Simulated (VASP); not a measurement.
A run of VASP 6.6.1 is set up as follows.

The input POSCAR:

```
Si2W
1.0
   -1.5845726400      1.5845726400      3.8500391700
    1.5845726400     -1.5845726400      3.8500391700
    1.5845726400      1.5845726400     -3.8500391700
Si W
2 1
Direct
    0.3341244128      0.3341244128      0.0000000000
    0.6658755872      0.6658755872      0.0000000000
    0.0000000000      0.0000000000      0.0000000000
```

File INCAR.step1:

```
SYSTEM = Si2W
PREC     = Accurate       ! precision mode
ENCUT    = 520            ! plane-wave cutoff, eV
ISMEAR   = -1             ! smearing method
SIGMA    = 0.1            ! smearing width, eV
LREAL    = .FALSE.        ! projectors in reciprocal space
LASPH    = .TRUE.         ! aspherical terms in the spheres
NELM     = 60             ! most SCF steps
NBANDS   = 18             ! bands
GGA      = PE             ! functional
ALGO     = Normal         ! electronic algorithm
EDIFF    = 1E-4           ! SCF threshold, eV
LWAVE    = .TRUE.         ! write WAVECAR
LCHARG   = .FALSE.        ! write CHGCAR
```

Contents of INCAR.step2:

```
SYSTEM = Si2W
PREC     = Accurate       ! precision mode
ENCUT    = 520            ! plane-wave cutoff, eV
EDIFF    = 1E-6           ! SCF threshold, eV
ISMEAR   = -1             ! smearing method
SIGMA    = 0.1            ! smearing width, eV
LREAL    = .FALSE.        ! projectors in reciprocal space
LASPH    = .TRUE.         ! aspherical terms in the spheres
NELM     = 60             ! most SCF steps
ALGO     = Normal         ! electronic algorithm
ISIF     = 2              ! what is computed and relaxed
LWAVE    = .FALSE.        ! write WAVECAR
LCHARG   = .TRUE.         ! write CHGCAR
METAGGA  = R2SCAN         ! meta-GGA
LMIXTAU  = .TRUE.       
LELF     = .TRUE.         ! ELF
LVHAR    = .TRUE.       
NBANDS   = 18             ! bands
ISTART   = 1
```

Contents of KPOINTS:

```
regular mesh
0
G
  13 13 13
  0 0 0
```

Potentials or basis: VASP PAW PBE potentials, release 64 (Si, W_sv).

Run with:

```bash
$ cat potpaw_PBE.64/Si/POTCAR potpaw_PBE.64/W_sv/POTCAR > POTCAR
$ cp INCAR.step1 INCAR
$ mpirun -np 1 vasp_std > vasp.out
$ cp INCAR.step2 INCAR
$ mpirun -np 1 vasp_std > vasp.out
```

Task: Predict the pressure.

Result: 10.6 GPa.

Task: Predict the largest force.

Result: 0.007 eV/Å.

Task: What does it give for the band gap on the k mesh?

Result: Zero (band 11 reaches 13.35 eV, above the bottom of band 12 at 12.05 eV).

Stress tensor (GPa, compression positive):
```
10.05  0.00  0.00
 0.00 10.05  0.00
 0.00  0.00 11.59
```

Caveat: the PAW data sets were made with another functional, which shifts forces and pressure a little; spin-orbit coupling is left out, which moves the levels of the heavy elements.
